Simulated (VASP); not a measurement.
Input of a VASP 6.6.1 run:

File INCAR:

```
SYSTEM = Al9H
PREC = Accurate
ENCUT = 520
EDIFF = 1E-6
ISMEAR = 0
SIGMA = 0.1
LREAL = .False.
LASPH = .True.
NELM = 60
ALGO = Normal
ISIF = 2
LWAVE = .False.
LCHARG = .True.
LDIPOL = .True.
IDIPOL = 3
DIPOL = 0.5 0.5 0.313
GGA = PE
LELF = .True.
LVHAR = .True.
LVACPOTAV = .True.
NBANDS = 25
```

File KPOINTS:

```
regular mesh
0
Gamma
  9 3 1
  0 0 0
```

POSCAR

```
Al9H
1.0
    2.8543223330      0.0000000000      0.0000000000
   -1.4271611665      9.7033329366      0.0000000000
    0.0000000000      0.0000000000     21.7902708969
Al H
9 1
Direct
    0.5324485604      0.0648971207      0.1835681630
    0.6709687938      0.3419375876      0.2292758741
    0.2986728405      0.5973456810      0.2384174163
    0.9263768872      0.8527537744      0.2475589585
    0.0639738222      0.1277383808      0.2937147080
    0.1995905480      0.4042696935      0.3452583266
    0.8288544886      0.6597110299      0.3524478004
    0.4526361687      0.9111292155      0.3607640453
    0.5925232094      0.1814597089      0.4034034702
    0.5925232094      0.1814597089      0.4800431783
```

Potentials or basis: VASP PAW PBE potentials, release 64 (Al, H).

Run with:

```sh
$ cat potpaw_PBE.64/Al/POTCAR potpaw_PBE.64/H/POTCAR > POTCAR
$ mpirun -np 1 vasp_std > vasp.out
```

Q: Estimate the largest force.

A: 0.708 eV/Å.

Q: What does it give for the band gap on the k mesh?

A: Zero (bands 14 and 15 overlap by 0.66 eV).

Forces in eV/Å, atoms in the order of the input:
```
Al   0.007  0.146 -0.050
Al   0.010  0.058  0.036
Al  -0.013  0.005  0.010
Al   0.001 -0.146 -0.141
Al  -0.004  0.055  0.219
Al   0.007  0.024  0.042
Al   0.002 -0.114  0.016
Al   0.001 -0.177  0.024
Al  -0.007  0.197  0.550
H   -0.004 -0.049 -0.707
```
